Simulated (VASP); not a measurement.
The system is CaSe.

```
CELL_PARAMETERS angstrom
3.74227 0.00000 0.00000
0.00000 3.74227 0.00000
0.00000 0.00000 3.74227
ATOMIC_POSITIONS crystal
Ca 0.00000 0.00000 0.00000
Se 0.50000 0.50000 0.50000
```

* Program: VASP 6.6.1
* Task: relaxation of cell and atoms
* Functional: PBEsol
* Potentials or basis: VASP PAW PBE potentials, release 64 (Ca_sv, Se)
* Cutoff: 600 eV
* k mesh: 6 × 6 × 6
* Occupations: fermi-dirac, width 0.03 eV
* Spin: no spin polarisation

At the start: pressure -5.1 GPa; volume 26.20 Å³/atom.

Problem. Where does the relaxation end?

Solution. Over 3 steps the energy falls by 50.1 meV/atom and the volume is 23.32 Å³/atom (-11.0 %); space group Pm-3m (No. 221, to 0.1 Å) before and after.

The path:
```
step  energy change (eV)  largest force (eV/Å)  pressure (GPa)  volume (Å³)
   1              0.0000                0.0000           -5.05        52.41
   2             -0.1000                0.0000            0.32        46.39
   3             -0.1002                0.0000            0.01        46.65
```

Final structure:
```xyz
2
Lattice="3.5998 0.0000 0.0000 0.0000 3.5998 0.0000 0.0000 0.0000 3.5998" Properties=species:S:1:pos:R:3 pbc="T T T"
Ca    0.0000    0.0000    0.0000
Se    1.7999    1.7999    1.7999
```

Caveat: the PAW data sets were made with another functional, which shifts forces and pressure a little.
